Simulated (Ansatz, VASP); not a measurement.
**ZnO in VASP and in Ansatz**

File POSCAR:

```
ZnO
1.0
    3.2190194794      0.0000000000      0.0000000000
   -1.6095097397      2.7877526444      0.0000000000
    0.0000000000      0.0000000000      5.2377469366
Zn O
2 2
Direct
    0.3333333333      0.6666666667      0.5009965964
    0.6666666667      0.3333333333      0.0009965964
    0.6666666667      0.3333333333      0.3780134036
    0.3333333333      0.6666666667      0.8780134036
```

INCAR.step1

```
SYSTEM = ZnO
PREC = Accurate
ENCUT = 1480
ISMEAR = 0
SIGMA = 0.01
LREAL = .FALSE.
LASPH = .TRUE.
NELM = 120
NBANDS = 26
GGA = PE
ALGO = Normal
EDIFF = 1E-5
LWAVE = .TRUE.
LCHARG = .FALSE.
GGA_COMPAT = .FALSE.
```

INCAR.step2

```
SYSTEM = ZnO
PREC = Accurate
ENCUT = 1480
EDIFF = 1E-6
ISMEAR = 0
SIGMA = 0.01
LREAL = .FALSE.
LASPH = .TRUE.
NELM = 120
ALGO = Normal
ISIF = 2
LWAVE = .FALSE.
LCHARG = .TRUE.
METAGGA = R2SCAN
LMIXTAU = .TRUE.
LELF = .TRUE.
LVHAR = .TRUE.
NBANDS = 26
ISTART = 1
GGA_COMPAT = .FALSE.
```

Contents of KPOINTS:

```
Automatic mesh
0
G
  8 8 4
  0 0 0
```

Input for Ansatz:

```yaml
crystal:
  lattice:
    - [3.21901947935, 0.0, 0.0]
    - [-1.60950973968, 2.78775264439, 0.0]
    - [0.0, 0.0, 5.23774693663]
  atoms:
    - { symbol: Zn, position: [0.333333333333, 0.666666666667, 0.500996596435] }
    - { symbol: Zn, position: [0.666666666667, 0.333333333333, 0.000996596435] }
    - { symbol: O, position: [0.666666666667, 0.333333333333, 0.378013403565] }
    - { symbol: O, position: [0.333333333333, 0.666666666667, 0.878013403565] }
kpoints:
  mp_grid: { grid: [8, 8, 4] }
scf:
  occupations: { method: fixed }
  convergence: { dr2_threshold: 1.0e-10 }
hamiltonian:
  xc: r2scan
  pseudopotentials: { kind: paw }
output:
  forces: true
  stress: true
  eigenstates:
    kpoints:
      - [0.0, 0.0, 0.0]
      - [0.0, 0.0, -0.5]
      - [-0.5, 0.0, 0.0]
      - [-0.5, 0.5, 0.0]
      - [0.0, -0.5, 0.0]
      - [-0.5, 0.0, -0.5]
      - [-0.5, 0.5, -0.5]
      - [0.0, -0.5, -0.5]
  eigenvalues: true
```

Change from the starting cell: film at in-plane strain -0.005.

Alike in both runs: task single point; functional r2SCAN; k mesh 8 × 8 × 4; no spin polarisation.

|  | VASP | Ansatz |
| --- | --- | --- |
| version | VASP 6.6.1 | Ansatz 0.2.0 |
| potentials or method | VASP PAW PBE potentials, release 64 (Zn, O_h) | PAW with Ansatz's default frozen-core files, scalar-relativistic |
| plane-wave cutoff (eV) | 1480 | 500 |
| occupations | gaussian, width 0.01 eV | fixed |
| valence electrons in the cell | 36 | 36 |

Ansatz gave:

| Property | Result |
| --- | --- |
| gap on the k mesh at the Fermi level (eV) | 1.23 |
| pressure (GPa) | 0.8 |
| traceless stress, the component that is largest in VASP (GPa) | -0.75 |

Question: Which values does VASP return?

Answer: gap on the k mesh at the Fermi level (eV): 1.23; pressure (GPa): 1.7; traceless stress, the component that is largest in VASP (GPa): -0.75.

VASP's potentials were made for PBE, not for r2SCAN.
